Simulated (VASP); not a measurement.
Input of a VASP 6.6.1 run:

Contents of POSCAR:

```
Si3Ge
1.0
    4.0650050138      0.0000000000      0.0000000000
    0.0000000000      4.0650050138      0.0000000000
    0.0000000000      0.0000000000      5.2970843169
Si Ge
3 1
Direct
    0.5000000000      0.0000000000      0.7554557209
    0.5000000000      0.5000000000      0.0000000000
    0.0000000000      0.5000000000      0.2445442791
    0.0000000000      0.0000000000      0.5000000000
```

INCAR.step1

```
ALGO = Normal ; EDIFF = 1E-5
ENCUT = 520 ; GGA = PE
ISIF = 2 ; ISMEAR = -1
KPAR = 2 ; LASPH = True
LCHARG = False ; LREAL = False
LWAVE = True ; NBANDS = 21
NELM = 80 ; PREC = Accurate
SIGMA = 0.02
```

The input INCAR.step2:

```
ALGO = Normal ; EDIFF = 1E-6
ENCUT = 520 ; GGA = PE
HFSCREEN = 0.2079 ; ISIF = 2
ISMEAR = -1 ; ISTART = 1
KPAR = 2 ; LASPH = True
LCHARG = False ; LHFCALC = True
LREAL = False ; LWAVE = False
NBANDS = 21 ; NELM = 80
PREC = Accurate ; PRECFOCK = Normal
SIGMA = 0.02
```

The input KPOINTS:

```
k-points
0
Gamma
  4 4 4
```

Potentials or basis: VASP PAW PBE potentials, release 64 (Si, Ge_d).

The run is started by

```bash
$ cat potpaw_PBE.64/Si/POTCAR potpaw_PBE.64/Ge_d/POTCAR > POTCAR
$ cp INCAR.step1 INCAR
$ mpirun -np 2 vasp_std > vasp.out
$ cp INCAR.step2 INCAR
$ mpirun -np 2 vasp_std > vasp.out
```

(1) What does it give for the band gap on the k mesh?

(2) Predict the pressure.

(3) Predict the largest force.

## Answers

(1) 0.40 eV (least direct gap 0.59 eV).

(2) -4.7 GPa.

(3) 0.038 eV/Å.

Caveat: the cell differs from its parent crystal (epitaxial xy strain +4.5%); the stress differs along the axes, from -7 to -1 GPa; the PAW data sets were made with another functional, which shifts forces and pressure a little.
